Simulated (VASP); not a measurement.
Input of a VASP 6.6.1 run:

File INCAR:

```
SYSTEM = NbTe
ALGO = Normal
EDIFF = 1E-6
ENCUT = 500
GGA = PS
GGA_COMPAT = .False.
ISIF = 2
ISMEAR = -1
LASPH = .True.
LCHARG = .False.
LREAL = .False.
LWAVE = .False.
NBANDS = 16
NELM = 120
PREC = Accurate
SIGMA = 0.1
```

KPOINTS

```
k-points
0
Gamma
  7 7 6
  0 0 0
```

The input POSCAR:

```
NbTe
1.0
    3.5485006308      0.0000000000      0.0000000000
   -1.7742503154      3.0730921194      0.0000000000
    0.0000000000      0.0000000000      3.5401031883
Nb Te
1 1
Direct
    0.0000000000      0.0000000000      0.5000000000
    0.6666666667      0.3333333333      0.0000000000
```

Potentials or basis: VASP PAW PBE potentials, release 64 (Nb_sv, Te).

Run with:

```sh
$ cat potpaw_PBE.64/Nb_sv/POTCAR potpaw_PBE.64/Te/POTCAR > POTCAR
$ mpirun -np 1 vasp_std > vasp.out
```

What does it give for the pressure?

14.1 GPa.

Stress tensor (GPa, compression positive):
```
12.44  0.00  0.00
 0.00 12.44  0.00
 0.00  0.00 17.34
```

Caveat: the PAW data sets were made with another functional, which shifts forces and pressure a little.
